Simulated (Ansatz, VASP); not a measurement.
**One calculation of BaHf3H2, two programs**

File INCAR:

```
  PREC = Accurate
  ENCUT = 520
  EDIFF = 1E-6
  ISMEAR = 0
  SIGMA = 0.1
  LREAL = F
  LASPH = T
  NELM = 80
  ALGO = Normal
  ISIF = 2
  LWAVE = F
  LCHARG = F
  GGA = PE
  NBANDS = 30
```

Contents of KPOINTS:

```
regular mesh
0
Gamma
  4 4 2
```

POSCAR

```
BaHf3H2
1.0
    4.7934918100      0.0000000000      0.0000000000
    0.0000000000      4.7934918100      0.0000000000
    0.0000000000      0.0000000000      7.6713852300
Ba Hf H
1 3 2
Direct
    0.5000000000      0.5000000000      0.0000000000
    0.0000000000      0.0000000000      0.0000000000
    0.5000000000      0.5000000000      0.5000000000
    0.0000000000      0.0000000000      0.5000000000
    0.5000000000      0.0000000000      0.5000000000
    0.0000000000      0.5000000000      0.5000000000
```

Input for Ansatz:

```yaml
crystal:
  lattice:
    - [4.79349181, 0.0, 0.0]
    - [0.0, 4.79349181, 0.0]
    - [0.0, 0.0, 7.67138523]
  atoms:
    - { symbol: Ba, position: [0.5, 0.5, 0.0] }
    - { symbol: Hf, position: [0.0, 0.0, 0.0] }
    - { symbol: Hf, position: [0.5, 0.5, 0.5] }
    - { symbol: Hf, position: [0.0, 0.0, 0.5] }
    - { symbol: H, position: [0.5, 0.0, 0.5] }
    - { symbol: H, position: [0.0, 0.5, 0.5] }
basis:
  ecutwfc: 420
kpoints:
  mp_grid: { grid: [4, 4, 2] }
hamiltonian:
  xc: pbe
scf:
  occupations: { method: gaussian, width: 0.1 }
  lower_state_search: "off"
output:
  forces: true
  stress: true
  eigenvalues: true
```

Alike in both runs: task single point; functional PBE; k mesh 4 × 4 × 2; occupations gaussian, width 0.1 eV; no spin polarisation.

|  | VASP | Ansatz |
| --- | --- | --- |
| version | VASP 6.6.1 | Ansatz 0.2.0 |
| potentials or method | VASP PAW PBE potentials, release 64 (Ba_sv, Hf_pv, H), cutoff 520 eV | scalar-relativistic, plane waves, PAW |
| valence electrons in the cell | 42 | 90 |

```tsv
	VASP	Ansatz	Ansatz less VASP
gap on the k mesh at the Fermi level (eV)	none	none	-
pressure (GPa)	-9.4	-9.3	+0.07
traceless stress, the component that is largest in VASP (GPa)	1.59	1.55	-0.039
```

A gap of «none» marks a metal or a gap that the smearing closes. The functional is the same, so the differences come from potentials, cutoffs and numerics. VASP's potentials hold 42 valence electrons a cell and Ansatz's 90, so a difference there can come from the potentials and not from the codes.

The k mesh is coarse, so the values compare programs but aren't converged. Neither program's run includes spin-orbit coupling.
